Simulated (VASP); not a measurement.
# Ge (Fd-3m) in VASP: further runs

The runs below take Ge through single point, with PBE.

Everything below comes from runs of VASP 6.6.1. Logs are shortened: lines on timing, memory, paths and dates and some standing lists are left out, and cuts for length are marked.

## (1) The cell of the first run

It takes space group Fd-3m (No. 227, cubic). Conventional cell: a = 5.658 Å, b = 5.658 Å, c = 5.658 Å, α = 90.00°, β = 90.00°, γ = 90.00°. Within 3.2 Å of Ge (site symmetry -43m) lie 4 Ge at 2.45 Å.

## (2) Single point, PBE

Input file INCAR:

```
SYSTEM = Ge
PREC = Accurate
ENCUT = 500
EDIFF = 1E-6
ISMEAR = 0
SIGMA = 0.1
LREAL = .FALSE.
LASPH = .TRUE.
NELM = 120
ALGO = Normal
ISIF = 2
LWAVE = .FALSE.
LCHARG = .FALSE.
GGA = PE
NBANDS = 21
GGA_COMPAT = .FALSE.
```

Input file KPOINTS:

```
regular mesh
0
G
  6 6 6
  0 0 0
```

Input file POSCAR:

```
Ge
1.0
    0.0000000000      2.8290000000      2.8290000000
    2.8290000000      0.0000000000      2.8290000000
    2.8290000000      2.8290000000      0.0000000000
Ge
2
Direct
    0.0000000000      0.0000000000      0.0000000000
    0.2500000000      0.2500000000      0.2500000000
```

Potentials or basis: VASP PAW PBE potentials, release 64 (Ge_d).

On the command line:

```console
$ cat potpaw_PBE.64/Ge_d/POTCAR > POTCAR
$ mpirun -np 1 vasp_std > vasp.out
```

OUTCAR:

```text
SYSTEM = Ge
   PREC = Accurate
   ENCUT = 500
   EDIFF = 1E-6
   ISMEAR = 0
   LREAL = .FALSE.
   LASPH = .TRUE.
   NELM = 120
   ISIF = 2
   GGA = PE

 ion  position               nearest neighbor table
   1  0.000  0.000  0.000-   2 2.45   2 2.45   2 2.45   2 2.45
   2  0.250  0.250  0.250-   1 2.45   1 2.45   1 2.45   1 2.45

  LATTYP: Found a face centered cubic cell.
 ALAT       =     5.6580000000

  Lattice vectors:

 A1 = (   0.0000000000,   2.8290000000,   2.8290000000)
 A2 = (   2.8290000000,   0.0000000000,   2.8290000000)
 A3 = (   2.8290000000,   2.8290000000,   0.0000000000)

Analysis of symmetry for initial positions (statically):
=====================================================================
 Subroutine PRICEL returns:
 Original cell was already a primitive cell.

 Routine SETGRP: Setting up the symmetry group for a
 face centered cubic supercell.

 Subroutine GETGRP returns: Found 48 space group operations
 (whereof 24 operations were pure point group operations)
 out of a pool of 48 trial point group operations.

The static configuration has the point symmetry T_d .
 The point group associated with its full space group is O_h .

Analysis of symmetry for dynamics (positions and initial velocities):
=====================================================================
 Subroutine PRICEL returns:
 Original cell was already a primitive cell.

 Routine SETGRP: Setting up the symmetry group for a
 face centered cubic supercell.

 Subroutine GETGRP returns: Found 48 space group operations
 (whereof 24 operations were pure point group operations)
 out of a pool of 48 trial point group operations.

The dynamic configuration has the point symmetry T_d .
 The point group associated with its full space group is O_h .

 Subroutine INISYM returns: Found 48 space group operations
 (whereof 24 operations are pure point group operations),
 and found     1 'primitive' translations

----------------------------------------------------------------------------------------

                                     Primitive cell

  volume of cell :      45.2823

  direct lattice vectors                    reciprocal lattice vectors
     0.000000000  2.829000000  2.829000000    -0.176740898  0.176740898  0.176740898
     2.829000000  0.000000000  2.829000000     0.176740898 -0.176740898  0.176740898
     2.829000000  2.829000000  0.000000000     0.176740898  0.176740898 -0.176740898

  length of vectors
     4.000810168  4.000810168  4.000810168     0.306124215  0.306124215  0.306124215

  position of ions in fractional coordinates (direct lattice)
     0.000000000  0.000000000  0.000000000
     0.250000000  0.250000000  0.250000000

  ion indices of the primitive-cell ions
   primitive index   ion index
                 1           1
                 2           2

----------------------------------------------------------------------------------------

 KPOINTS: regular mesh

Automatic generation of k-mesh.
 Grid dimensions read from file:
 generate k-points for:    6    6    6

 Generating k-lattice:

  Cartesian coordinates                     Fractional coordinates (reciprocal lattice)
    -0.029456816  0.029456816  0.029456816     0.166666667  0.000000000  0.000000000
     0.029456816 -0.029456816  0.029456816     0.000000000  0.166666667  0.000000000
     0.029456816  0.029456816 -0.029456816     0.000000000  0.000000000  0.166666667

  Length of vectors
     0.051020702  0.051020702  0.051020702

  Shift w.r.t. Gamma in fractional coordinates (k-lattice)
     0.000000000  0.000000000  0.000000000

 Subroutine IBZKPT returns following result:
 ===========================================

 Found     16 irreducible k-points:

 Following reciprocal coordinates:
            Coordinates               Weight
  0.000000  0.000000  0.000000      1.000000
  0.166667  0.000000  0.000000      8.000000
  0.333333  0.000000  0.000000      8.000000
  0.500000  0.000000  0.000000      4.000000
  0.166667  0.166667  0.000000      6.000000
  0.333333  0.166667  0.000000     24.000000
[... 8 lines left out ...]
 -0.333333  0.333333  0.166667     24.000000
 -0.333333  0.500000  0.166667     12.000000
   k-points           NKPTS =     16   k-points in BZ     NKDIM =     16   number of bands    NBANDS=     21
   number of dos      NEDOS =    301   number of ions     NIONS =      2
   total plane-waves  NPLWV =  27000
   dimension x,y,z NGX =    30 NGY =   30 NGZ =   30
   dimension x,y,z NGXF=    60 NGYF=   60 NGZF=   60
   ions per type =               2
   NGX,Y,Z   is equivalent  to a cutoff of  12.47, 12.47, 12.47 a.u.
   NGXF,Y,Z  is equivalent  to a cutoff of  24.93, 24.93, 24.93 a.u.
 SYSTEM =  Ge
   PREC   = accura    normal or accurate (medium, high low for compatibility)
   ISTART =      0    job   : 0-new  1-cont  2-samecut
   ICHARG =      2    charge: 1-file 2-atom 10-const
   ISPIN  =      1    spin polarized calculation?
   LNONCOLLINEAR =      F non collinear calculations
   LSORBIT =      F    spin-orbit coupling
   LASPH  =      T    aspherical Exc in radial PAW
   ENCUT  =  500.0 eV  36.75 Ry    6.06 a.u.   7.29  7.29  7.29*2*pi/ulx,y,z
   NELM   =    120;   NELMIN=  2; NELMDL= -5     # of ELM steps
   EDIFF  = 0.1E-05   stopping-criterion for ELM
   LREAL  =      F    real-space projection
   EDIFFG = 0.1E-04   stopping-criterion for IOM
   NSW    =      0    number of steps for IOM
   IBRION =     -1    ionic relax: 0-MD 1-quasi-New 2-CG
   NFREE  =      0    steps in history (QN), initial steepest desc. (CG)
   ISIF   =      2    stress and relaxation
   ISYM   =      2    0-nonsym 1-usesym 2-fastsym
   POTIM  = 0.5000    time-step for ionic-motion
   TEBEG  =    0.0;   TEEND  =   0.0 temperature during run
   PSTRESS=    0.0 pullay stress
   NELECT =      28.0000    total number of electrons
   NUPDOWN=      -1.0000    fix difference up-down
   EMIN   =  10.00;   EMAX   =-10.00  energy-range for DOS
   EFERMI =   0.00;   METHOD = LEGACY
   ISMEAR =     0;   SIGMA  =   0.10  broadening in eV -4-tet -1-fermi 0-gaus
   EFERMI_NEDOS =   21; number of points for ismear=-14 and -15
   IALGO  =     38    algorithm
   IMIX   =      4    mixing-type and parameters
     AMIX     =   0.40;   BMIX     =  1.00
     AMIX_MAG =   1.60;   BMIX_MAG =  1.00
  volume/ion in A,a.u.               =      22.64       152.79
  Fermi-wavevector in a.u.,A,eV,Ry     =   1.394712  2.635624 26.466349  1.945222
  Thomas-Fermi vector in A             =   2.518235
   LORBIT       =      0    0 simple, 1 ext, 2 COOP (PROOUT), +10 PAW based schemes
   GGA     = PE    functional components
   LHFCALC =     F    Hartree Fock is set to
   AEXX    =    0.0000 exact exchange contribution
   IVDW    =     0    specifies the selected vdW correction
   LEPSILON=     F    determine dielectric tensor
   LRPA    =     F    only Hartree local field effects (RPA)
 non-spin polarized calculation
 Gauss-broadening in eV      SIGMA  =   0.10
  energy-cutoff  :      500.00
  volume of cell :       45.28
 maximum number of plane-waves:      1167
 NGX is ok and might be reduce to    30
   NGX = 15   NGY = 15   NGZ = 15

 number of electron      28.0000022 magnetization

 Free energy of the ion-electron system (eV)
  ---------------------------------------------------
  ext. energy  EPLUGINS =         0.00000000
  ---------------------------------------------------
  free energy    TOTEN  =        -8.96511146 eV

  energy without entropy =       -8.96407196  energy(sigma->0) =       -8.96459171

 E-fermi :   5.0515     XC(G=0):  -9.9169

 val. band max:        5.0355123425   @ k =   0.0000   0.0000   0.0000
 cond. band min:       5.1843556547   @ k =   0.5000   0.0000   0.0000
 fundamental gap:      0.1488433122
 Fermi energy:         5.0515123649

 k-point     1 :       0.0000    0.0000    0.0000
  band No.  band energies     occupation
      1     -19.8115      2.00000
      2     -19.8115      2.00000
      3     -19.8115      2.00000
      4     -19.7754      2.00000
      5     -19.7754      2.00000
      6     -19.5649      2.00000
[... 13 lines left out ...]
     20      14.4781      0.00000
     21      14.4781      0.00000

 k-point     2 :       0.1667    0.0000    0.0000
  band No.  band energies     occupation
      1     -19.8234      2.00000
      2     -19.8234      2.00000
      3     -19.8072      2.00000
      4     -19.7581      2.00000
      5     -19.7581      2.00000
      6     -19.5819      2.00000
[... 13 lines left out ...]
     20      13.3497      0.00000
     21      13.3497      0.00000

 k-point     3 :       0.3333    0.0000    0.0000
  band No.  band energies     occupation
      1     -19.8336      2.00000
      2     -19.8336      2.00000
      3     -19.7985      2.00000
      4     -19.7390      2.00000
      5     -19.7390      2.00000
      6     -19.5961      2.00000
[... 13 lines left out ...]
     20      13.9736      0.00000
     21      13.9736      0.00000

 k-point     4 :       0.5000    0.0000    0.0000
  band No.  band energies     occupation
      1     -19.8360      2.00000
      2     -19.8360      2.00000
      3     -19.7940      2.00000
      4     -19.7337      2.00000
      5     -19.7337      2.00000
      6     -19.5993      2.00000
[... 13 lines left out ...]
     20      16.0897      0.00000
     21      16.2217      0.00000

 k-point     5 :       0.1667    0.1667    0.0000
  band No.  band energies     occupation
      1     -19.8210      2.00000
      2     -19.8210      2.00000
      3     -19.8206      2.00000
      4     -19.7598      2.00000
      5     -19.7380      2.00000
      6     -19.6157      2.00000
[... 13 lines left out ...]
     20      13.4100      0.00000
     21      14.9504      0.00000
[... 190 lines left out ...]
     20      16.6119      0.00000
     21      17.8415      0.00000

 k-point    14 :       0.5000    0.3333    0.1667
  band No.  band energies     occupation
      1     -19.8508      2.00000
      2     -19.8478      2.00000
      3     -19.7726      2.00000
      4     -19.7186      2.00000
      5     -19.6844      2.00000
      6     -19.6682      2.00000
[... 13 lines left out ...]
     20      14.9494      0.00000
     21      17.4072      0.00000

 k-point    15 :      -0.3333    0.3333    0.1667
  band No.  band energies     occupation
      1     -19.8609      2.00000
      2     -19.8506      2.00000
      3     -19.7505      2.00000
      4     -19.7005      2.00000
      5     -19.6780      2.00000
      6     -19.6700      2.00000
[... 13 lines left out ...]
     20      16.7984      0.00000
     21      16.9229      0.00000

 k-point    16 :      -0.3333    0.5000    0.1667
  band No.  band energies     occupation
      1     -19.8563      2.00000
      2     -19.8563      2.00000
      3     -19.7303      2.00000
      4     -19.7303      2.00000
      5     -19.6644      2.00000
      6     -19.6644      2.00000
[... 13 lines left out ...]
     20      16.0450      0.00000
     21      17.9458      0.00000

------------------------ aborting loop because EDIFF is reached ----------------------------------------

  FORCE on cell =-STRESS in cart. coord.  units (eV):
  Direction    XX          YY          ZZ          XY          YZ          ZX
  --------------------------------------------------------------------------------------
  -------------------------------------------------------------------------------------
  Total        0.9905152      0.9905152      0.9905152      0.0000000     -0.0000000      0.0000000
  in kB       35.0463563     35.0463563     35.0463563      0.0000000     -0.0000000      0.0000000
  external PRESSURE =      35.0463563 kB  Pullay stress =       0.0000000 kB

 VOLUME and BASIS-vectors are now :
 -----------------------------------------------------------------------------
  energy-cutoff  :      500.00
  volume of cell :       45.28
      direct lattice vectors                 reciprocal lattice vectors
     0.000000000  2.829000000  2.829000000    -0.176740898  0.176740898  0.176740898
     2.829000000  0.000000000  2.829000000     0.176740898 -0.176740898  0.176740898
     2.829000000  2.829000000  0.000000000     0.176740898  0.176740898 -0.176740898

 POSITION                                       TOTAL-FORCE (eV/Angst)
 -----------------------------------------------------------------------------------
      0.00000      0.00000      0.00000        -0.000000     -0.000000     -0.000000
      1.41450      1.41450      1.41450         0.000000      0.000000      0.000000
 -----------------------------------------------------------------------------------
    total drift:                                0.000000     -0.000000      0.000000

  FREE ENERGIE OF THE ION-ELECTRON SYSTEM (eV)
  ---------------------------------------------------
  free  energy   TOTEN  =        -8.9651114552 eV

  energy  without entropy=       -8.9640719589  energy(sigma->0) =       -8.96459171
```

It took 25 s on 1 thread of Intel Xeon 8259CL, shared host; peak memory 0.16 GiB.

What came out:

```yaml
Free_energy: -8.9651 eV
Pressure: 3.5 GPa
```

## (3) Single point, PBE

This run uses another cell than the first one, of 23.91 Å³/atom, 1.056 times its volume.

Input file INCAR:

```
SYSTEM = Ge
  PREC = Accurate
  ENCUT = 500
  EDIFF = 1E-6
  ISMEAR = 0
  SIGMA = 0.1
  LREAL = .FALSE.
  LASPH = .TRUE.
  NELM = 120
  ALGO = Normal
  ISIF = 2
  LWAVE = .FALSE.
  LCHARG = .TRUE.
  GGA = PE
  LELF = .TRUE.
  LVHAR = .TRUE.
  NBANDS = 21
  GGA_COMPAT = .FALSE.
```

Input file KPOINTS:

```
Automatic mesh
0
G
  12 12 12
  0 0 0
```

Input file POSCAR:

```
Ge
1.0
    0.0000000000      2.8807566785      2.8807566785
    2.8807566785      0.0000000000      2.8807566785
    2.8807566785      2.8807566785      0.0000000000
Ge
2
Direct
    0.0000000000      0.0000000000      0.0000000000
    0.2500000000      0.2500000000      0.2500000000
```

Potentials or basis: VASP PAW PBE potentials, release 64 (Ge_d).

On the command line:

```console
$ cat potpaw_PBE.64/Ge_d/POTCAR > POTCAR
$ mpirun -np 1 vasp_std > vasp.out
```

Wall time 1.7 min (1 thread of Intel Xeon 8259CL, shared host); peak memory 0.2 GiB.

The run converged. Its results:

```
Free energy            : -9.0358 eV
Pressure               : -0.1 GPa
Band gap on the k mesh : zero (filled and empty bands touch)
```

Levels at points of the mesh, in eV from the Fermi level:
| k point | band 12 | band 13 | band 14 | band 15 | band 16 | band 17 |
| --- | --- | --- | --- | --- | --- | --- |
| (0.00, 0.00, 0.00) | -0.43 | 0.02 | 0.02 | 0.02 | 2.55 | 2.55 |
| (0.50, 0.00, 0.00) | -7.34 | -1.30 | -1.30 | 0.05 | 3.74 | 3.74 |
| (0.50, 0.50, 0.00) | -8.67 | -2.87 | -2.87 | 0.84 | 0.84 | 9.09 |
